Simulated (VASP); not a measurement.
A run of VASP 6.6.1:

The input INCAR:

```
ALGO = Normal
EDIFF = 1E-6
ENCUT = 600
GGA = PE
GGA_COMPAT = F
ISIF = 2
ISMEAR = -1
LASPH = T
LCHARG = F
LREAL = F
LWAVE = F
NBANDS = 28
NELM = 120
PREC = Accurate
SIGMA = 0.02
```

File KPOINTS:

```
k-points
0
Gamma
  6 6 6
```

The input POSCAR:

```
SnO
1.0
    3.6788104198      0.0000000000      0.0000000000
    0.0000000000      3.6788104198      0.0000000000
    0.0000000000      0.0000000000      4.6156356110
Sn O
2 2
Direct
    0.0000000000      0.5000000000      0.2551525588
    0.5000000000      0.0000000000      0.7448474412
    0.5000000000      0.5000000000      0.0000000000
    0.0000000000      0.0000000000      0.0000000000
```

Potentials or basis: VASP PAW PBE potentials, release 64 (Sn_d, O).

Command:

```sh
$ cat potpaw_PBE.64/Sn_d/POTCAR potpaw_PBE.64/O/POTCAR > POTCAR
$ mpirun -np 1 vasp_std > vasp.out
```

Hardware: 1 thread of Intel Xeon 8259CL, on a shared host.

**Question.** Estimate the wall time of this run.

**Answer.** Run time: 97 s on 1 thread of Intel Xeon 8259CL, with other jobs on the host, peak memory 0.22 GiB. Counts: scf iterations 14, k points 40.
